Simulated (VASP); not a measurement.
## Ru: single point with PBEsol

The system is Ru.

```xyz
2
Lattice="2.6326 0.0000 0.0000 -1.3163 2.2799 0.0000 0.0000 0.0000 4.5097" Properties=species:S:1:pos:R:3 pbc="T T T"
Ru    0.0000    1.5199    1.1274
Ru    1.3163    0.7600    3.3823
```

This cell differs from its parent crystal: volume 13.534 Å^3 an atom, c/a of the conventional cell 1.7130.

```yaml
Program: VASP 6.6.1
Task: single point
Functional: PBEsol
Potentials_or_basis: VASP PAW PBE potentials, release 64 (Ru_pv)
Cutoff: 520 eV
k_mesh: 21 × 21 × 12
Occupations: gaussian, width 0.15 eV
Spin: no spin polarisation
Dipole_correction: no
Further_INCAR_settings: ALGO = Fast; EDIFF = 1e-06; NBANDS = 21
```

| Item | Value |
| --- | --- |
| Pressure | -3.8 GPa |
| Band gap on the k mesh | zero (band 14 reaches 14.38 eV, above the bottom of band 15 at 11.41 eV) |

Stress tensor (GPa, compression positive):
```
  9.12   0.00   0.00
  0.00   9.12   0.00
  0.00   0.00 -29.57
```

Levels at points of the mesh, in eV from the Fermi level:
| k point | band 12 | band 13 | band 14 | band 15 | band 16 | band 17 |
| --- | --- | --- | --- | --- | --- | --- |
| (0.00, 0.00, 0.00) | -2.05 | -2.05 | -0.79 | -0.79 | 0.37 | 1.23 |
| (0.00, 0.00, 0.50) | -2.58 | -2.58 | -2.58 | 0.57 | 0.57 | 0.57 |

Wall time 2.5 min on 1 thread of AMD EPYC 7R13 Processor (Zen 3), on a shared host, peak memory 0.22 GiB.

Caveat: the PAW data sets were made with another functional, which shifts forces and pressure a little.
